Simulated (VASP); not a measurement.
# P in VASP: single point with PBE+D3(BJ)

Aim: the single point of P with PBE+D3(BJ).

All numbers are computed with VASP 6.6.1; they aren't measurements. Logs are shortened: lines on timing, memory, paths and dates and some standing lists are left out, and cuts for length are marked.

### Step 1. The cell of the first run

The cell holds a slab with vacuum, 8 atoms: a = 3.296 Å, b = 4.439 Å, c = 21.746 Å, α = 90.00°, β = 90.00°, γ = 90.00°.

### Step 2. Single point, PBE+D3(BJ)

INCAR

```
SYSTEM = P
PREC     = Accurate       ! precision mode
ENCUT    = 520            ! plane-wave cutoff, eV
EDIFF    = 1E-6           ! SCF threshold, eV
ISMEAR   = 0              ! smearing method
SIGMA    = 0.05           ! smearing width, eV
LREAL    = .False.        ! projectors in reciprocal space
LASPH    = .True.         ! aspherical terms in the spheres
NELM     = 100            ! most SCF steps
ALGO     = Normal         ! electronic algorithm
ISIF     = 2              ! what is computed and relaxed
LWAVE    = .False.        ! write WAVECAR
LCHARG   = .False.        ! write CHGCAR
LDIPOL   = .True.       
IDIPOL   = 3            
DIPOL    = 0.5 0.5 0.390
GGA      = PE             ! functional
IVDW     = 12             ! dispersion correction
NBANDS   = 30             ! bands
```

KPOINTS

```
regular mesh
0
Gamma
  8 6 1
  0 0 0
```

POSCAR

```
P
1.0
    3.2961869629      0.0000000000      0.0000000000
    0.0000000000      4.4391557027      0.0000000000
    0.0000000000      0.0000000000     21.7461973615
P
8
Direct
    0.5000000000      0.9174951453      0.2069327306
    0.0000000000      0.5825048547      0.2069327306
    0.5000000000      0.0825048547      0.3045635322
    0.0000000000      0.4174951453      0.3045635322
    0.5000000000      0.5825048547      0.4751680723
    1.0000000000      0.9174951453      0.4751680723
    0.5000000000      1.4174951453      0.5727988740
    1.0000000000      1.0825048547      0.5727988740
```

Potentials or basis: VASP PAW PBE potentials, release 64 (P).

Launch:

```bash
> cat potpaw_PBE.64/P/POTCAR > POTCAR
> mpirun -np 1 vasp_std > vasp.out
```

OUTCAR:

```text
SYSTEM = P
   PREC = Accurate
   ENCUT = 520
   EDIFF = 1E-6
   ISMEAR = 0
   LREAL = .False.
   LASPH = .True.
   NELM = 100
   ISIF = 2
   GGA = PE
   IVDW = 12
 IVDW          = 12

 ion  position               nearest neighbor table
   1  0.500  0.917  0.207-   2 2.22   2 2.22   3 2.25
   2  0.000  0.583  0.207-   1 2.22   1 2.22   4 2.25
   3  0.500  0.083  0.305-   4 2.22   4 2.22   1 2.25
   4  0.000  0.417  0.305-   3 2.22   3 2.22   2 2.25
   5  0.500  0.583  0.475-   6 2.22   6 2.22   7 2.25
   6  0.000  0.917  0.475-   5 2.22   5 2.22   8 2.25
   7  0.500  0.417  0.573-   8 2.22   8 2.22   5 2.25
   8  0.000  0.083  0.573-   7 2.22   7 2.22   6 2.25

  LATTYP: Found a simple orthorhombic cell.
 ALAT       =     3.2961869629
 B/A-ratio  =     1.3467548269
 C/A-ratio  =     6.5973798229

  Lattice vectors:

 A1 = (   3.2961869629,   0.0000000000,   0.0000000000)
 A2 = (   0.0000000000,   4.4391557027,   0.0000000000)
 A3 = (   0.0000000000,   0.0000000000,  21.7461973615)

Analysis of symmetry for initial positions (statically):
=====================================================================
 Subroutine PRICEL returns:
 Original cell was already a primitive cell.

 Routine SETGRP: Setting up the symmetry group for a
 simple orthorhombic supercell.

 Subroutine GETGRP returns: Found  8 space group operations
 (whereof  2 operations were pure point group operations)
 out of a pool of  8 trial point group operations.

The static configuration has the point symmetry C_1h.
 The point group associated with its full space group is D_2h.

Analysis of symmetry for dynamics (positions and initial velocities):
=====================================================================
 Subroutine PRICEL returns:
 Original cell was already a primitive cell.

 Routine SETGRP: Setting up the symmetry group for a
 simple orthorhombic supercell.

 Subroutine GETGRP returns: Found  8 space group operations
 (whereof  2 operations were pure point group operations)
 out of a pool of  8 trial point group operations.

The dynamic configuration has the point symmetry C_1h.
 The point group associated with its full space group is D_2h.

 Subroutine INISYM returns: Found  8 space group operations
 (whereof  2 operations are pure point group operations),
 and found     1 'primitive' translations

----------------------------------------------------------------------------------------

                                     Primitive cell

  volume of cell :     318.1966

  direct lattice vectors                    reciprocal lattice vectors
     3.296186963  0.000000000  0.000000000     0.303380849  0.000000000  0.000000000
     0.000000000  4.439155703  0.000000000     0.000000000  0.225268062  0.000000000
     0.000000000  0.000000000 21.746197361     0.000000000  0.000000000  0.045985051

  length of vectors
     3.296186963  4.439155703 21.746197361     0.303380849  0.225268062  0.045985051

  position of ions in fractional coordinates (direct lattice)
     0.500000000  0.917495145  0.206932731
     0.000000000  0.582504855  0.206932731
     0.500000000  0.082504855  0.304563532
     0.000000000  0.417495145  0.304563532
     0.500000000  0.582504855  0.475168072
     0.000000000  0.917495145  0.475168072
     0.500000000  0.417495145  0.572798874
     0.000000000  0.082504855  0.572798874

  ion indices of the primitive-cell ions
   primitive index   ion index
                 1           1
                 2           2
                 3           3
                 4           4
                 5           5
                 6           6
                 7           7
                 8           8

----------------------------------------------------------------------------------------

 KPOINTS: regular mesh

Automatic generation of k-mesh.
 Grid dimensions read from file:
 generate k-points for:    8    6    1

 Generating k-lattice:

  Cartesian coordinates                     Fractional coordinates (reciprocal lattice)
     0.037922606  0.000000000  0.000000000     0.125000000  0.000000000  0.000000000
     0.000000000  0.037544677  0.000000000     0.000000000  0.166666667  0.000000000
     0.000000000  0.000000000  0.045985051     0.000000000  0.000000000  1.000000000

  Length of vectors
     0.037922606  0.037544677  0.045985051

  Shift w.r.t. Gamma in fractional coordinates (k-lattice)
     0.000000000  0.000000000  0.000000000

 Subroutine IBZKPT returns following result:
 ===========================================

 Found     20 irreducible k-points:

 Following reciprocal coordinates:
            Coordinates               Weight
  0.000000  0.000000  0.000000      1.000000
  0.125000  0.000000  0.000000      2.000000
  0.250000  0.000000  0.000000      2.000000
  0.375000  0.000000  0.000000      2.000000
  0.500000  0.000000  0.000000      1.000000
  0.000000  0.166667  0.000000      2.000000
[... 12 lines left out ...]
  0.375000  0.500000  0.000000      2.000000
  0.500000  0.500000  0.000000      1.000000
   k-points           NKPTS =     20   k-points in BZ     NKDIM =     20   number of bands    NBANDS=     30
   number of dos      NEDOS =    301   number of ions     NIONS =      8
   total plane-waves  NPLWV = 163296
   dimension x,y,z NGX =    28 NGY =   36 NGZ =  162
   dimension x,y,z NGXF=    56 NGYF=   72 NGZF=  324
   ions per type =               8
   NGX,Y,Z   is equivalent  to a cutoff of  14.12, 13.48, 12.38 a.u.
   NGXF,Y,Z  is equivalent  to a cutoff of  28.24, 26.96, 24.77 a.u.
 SYSTEM =  P
   PREC   = accura    normal or accurate (medium, high low for compatibility)
   ISTART =      0    job   : 0-new  1-cont  2-samecut
   ICHARG =      2    charge: 1-file 2-atom 10-const
   ISPIN  =      1    spin polarized calculation?
   LNONCOLLINEAR =      F non collinear calculations
   LSORBIT =      F    spin-orbit coupling
   LASPH  =      T    aspherical Exc in radial PAW
   ENCUT  =  520.0 eV  38.22 Ry    6.18 a.u.   6.13  8.25 40.43*2*pi/ulx,y,z
   NELM   =    100;   NELMIN=  2; NELMDL= -5     # of ELM steps
   EDIFF  = 0.1E-05   stopping-criterion for ELM
   LREAL  =      F    real-space projection
   EDIFFG = 0.1E-04   stopping-criterion for IOM
   NSW    =      0    number of steps for IOM
   IBRION =     -1    ionic relax: 0-MD 1-quasi-New 2-CG
   NFREE  =      0    steps in history (QN), initial steepest desc. (CG)
   ISIF   =      2    stress and relaxation
   ISYM   =      2    0-nonsym 1-usesym 2-fastsym
   POTIM  = 0.5000    time-step for ionic-motion
   TEBEG  =    0.0;   TEEND  =   0.0 temperature during run
   PSTRESS=    0.0 pullay stress
   NELECT =      40.0000    total number of electrons
   NUPDOWN=      -1.0000    fix difference up-down
   EMIN   =  10.00;   EMAX   =-10.00  energy-range for DOS
   EFERMI =   0.00;   METHOD = LEGACY
   ISMEAR =     0;   SIGMA  =   0.05  broadening in eV -4-tet -1-fermi 0-gaus
   EFERMI_NEDOS =   21; number of points for ismear=-14 and -15
   IALGO  =     38    algorithm
   IMIX   =      4    mixing-type and parameters
     AMIX     =   0.40;   BMIX     =  1.00
     AMIX_MAG =   1.60;   BMIX_MAG =  1.00
  volume/ion in A,a.u.               =      39.77       268.41
  Fermi-wavevector in a.u.,A,eV,Ry     =   0.820093  1.549751  9.150627  0.672552
  Thomas-Fermi vector in A             =   1.931014
   LORBIT       =      0    0 simple, 1 ext, 2 COOP (PROOUT), +10 PAW based schemes
   GGA     = PE    functional components
   LHFCALC =     F    Hartree Fock is set to
   AEXX    =    0.0000 exact exchange contribution
   IVDW    =    12    specifies the selected vdW correction
   LEPSILON=     F    determine dielectric tensor
   LRPA    =     F    only Hartree local field effects (RPA)
 non-spin polarized calculation
 Gauss-broadening in eV      SIGMA  =   0.05
  energy-cutoff  :      520.00
  volume of cell :      318.20
 maximum number of plane-waves:      8606
 NGX is ok and might be reduce to    28
   NGX = 13   NGY = 17   NGZ = 81

 dipolmoment           0.000000      0.000000      0.000020 electrons x Angstroem

 number of electron      39.9999998 magnetization

 dipolmoment           0.000000      0.000000     -0.000001 electrons x Angstroem

 Free energy of the ion-electron system (eV)
  ---------------------------------------------------
  ext. energy  EPLUGINS =         0.00000000
  ---------------------------------------------------
  free energy    TOTEN  =       -42.93785427 eV

  energy without entropy =      -42.93785427  energy(sigma->0) =      -42.93785427

 E-fermi :   0.7263     XC(G=0):  -5.3130

 val. band max:        0.5007232243   @ k =   0.0000   0.0000   0.0000
 cond. band min:       0.9378124984   @ k =   0.0000   0.0000   0.0000
 fundamental gap:      0.4370892742
 Fermi energy:         0.7263058632

 k-point     1 :       0.0000    0.0000    0.0000
  band No.  band energies     occupation
      1     -14.8351      2.00000
      2     -14.8003      2.00000
      3     -12.2526      2.00000
      4     -12.1591      2.00000
      5      -8.7023      2.00000
      6      -8.6824      2.00000
[... 22 lines left out ...]
     29       4.7091      0.00000
     30       4.7277      0.00000

 k-point     2 :       0.1250    0.0000    0.0000
  band No.  band energies     occupation
      1     -14.6481      2.00000
      2     -14.6136      2.00000
      3     -12.0579      2.00000
      4     -11.9647      2.00000
      5      -8.8186      2.00000
      6      -8.8043      2.00000
[... 22 lines left out ...]
     29       4.9079      0.00000
     30       4.9241      0.00000

 k-point     3 :       0.2500    0.0000    0.0000
  band No.  band energies     occupation
      1     -14.0927      2.00000
      2     -14.0591      2.00000
      3     -11.4765      2.00000
      4     -11.3845      2.00000
      5      -9.4053      2.00000
      6      -9.4018      2.00000
[... 22 lines left out ...]
     29       4.9069      0.00000
     30       5.0596      0.00000

 k-point     4 :       0.3750    0.0000    0.0000
  band No.  band energies     occupation
      1     -13.1891      2.00000
      2     -13.1575      2.00000
      3     -10.6148      2.00000
      4     -10.5949      2.00000
      5     -10.5175      2.00000
      6     -10.4278      2.00000
[... 22 lines left out ...]
     29       3.5465      0.00000
     30       3.6163      0.00000

 k-point     5 :       0.5000    0.0000    0.0000
  band No.  band energies     occupation
      1     -11.9872      2.00000
      2     -11.9872      2.00000
      3     -11.9593      2.00000
      4     -11.9593      2.00000
      5      -9.2009      2.00000
      6      -9.2009      2.00000
[... 22 lines left out ...]
     29       3.7835      0.00000
     30       3.7835      0.00000
[... 394 lines left out ...]
     29       4.4208      0.00000
     30       4.4209      0.00000

 k-point    18 :       0.2500    0.5000    0.0000
  band No.  band energies     occupation
      1     -12.8963      2.00000
      2     -12.8963      2.00000
      3     -12.8798      2.00000
      4     -12.8798      2.00000
      5      -8.1814      2.00000
      6      -8.1814      2.00000
[... 22 lines left out ...]
     29       5.8014      0.00000
     30       5.8014      0.00000

 k-point    19 :       0.3750    0.5000    0.0000
  band No.  band energies     occupation
      1     -12.1152      2.00000
      2     -12.1152      2.00000
      3     -12.1007      2.00000
      4     -12.1007      2.00000
      5      -8.8279      2.00000
      6      -8.8279      2.00000
[... 22 lines left out ...]
     29       5.7366      0.00000
     30       5.7366      0.00000

 k-point    20 :       0.5000    0.5000    0.0000
  band No.  band energies     occupation
      1     -11.5484      2.00000
      2     -11.5484      2.00000
      3     -11.5484      2.00000
      4     -11.5484      2.00000
      5      -9.4967      2.00000
      6      -9.4967      2.00000
[... 22 lines left out ...]
     29       5.8765      0.00000
     30       5.8765      0.00000

------------------------ aborting loop because EDIFF is reached ----------------------------------------

 vacuum level on the upper side and lower side of the slab       (xc-potential included)        -0.150        -0.150

 Edisp (eV)   -2.28211

 E8    (eV) :    -0.8933

  FORCE on cell =-STRESS in cart. coord.  units (eV):
  Direction    XX          YY          ZZ          XY          YZ          ZX
  --------------------------------------------------------------------------------------
  -------------------------------------------------------------------------------------
  Total      -0.56280    -0.71402    -1.39317     0.00000     0.00000     0.00000
  in kB      -2.83380    -3.59524    -7.01484     0.00000     0.00000     0.00000
  external pressure =       -4.48 kB  Pullay stress =        0.00 kB

 VOLUME and BASIS-vectors are now :
 -----------------------------------------------------------------------------
  energy-cutoff  :      520.00
  volume of cell :      318.20
      direct lattice vectors                 reciprocal lattice vectors
     3.296186963  0.000000000  0.000000000     0.303380849  0.000000000  0.000000000
     0.000000000  4.439155703  0.000000000     0.000000000  0.225268062  0.000000000
     0.000000000  0.000000000 21.746197361     0.000000000  0.000000000  0.045985051

 POSITION                                       TOTAL-FORCE (eV/Angst)
 -----------------------------------------------------------------------------------
      1.64809      4.07290      4.50000        -0.000000     -0.029820      0.049181
      0.00000      2.58583      4.50000        -0.000000      0.029820      0.049181
      1.64809      0.36625      6.62310        -0.000000      0.011319      0.075232
      0.00000      1.85333      6.62310         0.000000     -0.011319      0.075232
      1.64809      2.58583     10.33310        -0.000000      0.011319     -0.075232
      0.00000      4.07290     10.33310         0.000000     -0.011319     -0.075232
      1.64809      1.85333     12.45620        -0.000000     -0.029820     -0.049181
      0.00000      0.36625     12.45620         0.000000      0.029820     -0.049181
 -----------------------------------------------------------------------------------
    total drift:                               -0.000000      0.000000     -0.000001

  FREE ENERGIE OF THE ION-ELECTRON SYSTEM (eV)
  ---------------------------------------------------
  free  energy   TOTEN  =       -45.2199626455 eV

  energy  without entropy=      -45.2199626455  energy(sigma->0) =      -45.21996265

 vacuum level on the upper side and lower side of the slab         5.131         5.130
```

It took 7.4 min on 1 thread of AMD EPYC 7R43 (Zen 3), shared host; peak memory 0.4 GiB.

What came out:

```
Free energy                : -45.2200 eV
Largest force              : 0.076 eV/Å
Band gap on the k mesh     : 0.44 eV, direct
Dispersion energy per atom : -0.285 eV
```

Forces on the atoms (eV/Å):
```
P    0.000 -0.030  0.049
P    0.000  0.030  0.049
P    0.000  0.011  0.075
P    0.000 -0.011  0.075
P    0.000  0.011 -0.075
P    0.000 -0.011 -0.075
P    0.000 -0.030 -0.049
P    0.000  0.030 -0.049
```

Levels at points of the mesh, in eV from the valence-band top:
| k point | band 16 | band 17 | band 18 | band 19 | band 20 | band 21 | band 22 | band 23 | band 24 | band 25 |
| --- | --- | --- | --- | --- | --- | --- | --- | --- | --- | --- |
| (0.00, 0.00, 0.00) | -1.95 | -1.91 | -1.87 | -0.36 | 0.00 | 0.44 | 0.91 | 1.37 | 1.44 | 2.53 |
| (0.50, 0.00, 0.00) | -2.91 | -2.33 | -2.33 | -2.10 | -2.10 | 1.09 | 1.09 | 1.15 | 1.15 | 1.75 |
| (0.00, 0.50, 0.00) | -2.72 | -1.25 | -1.25 | -1.15 | -1.15 | 1.91 | 1.91 | 1.96 | 1.96 | 3.15 |
| (0.50, 0.50, 0.00) | -5.02 | -1.51 | -1.51 | -1.51 | -1.51 | 2.25 | 2.25 | 2.25 | 2.25 | 4.10 |
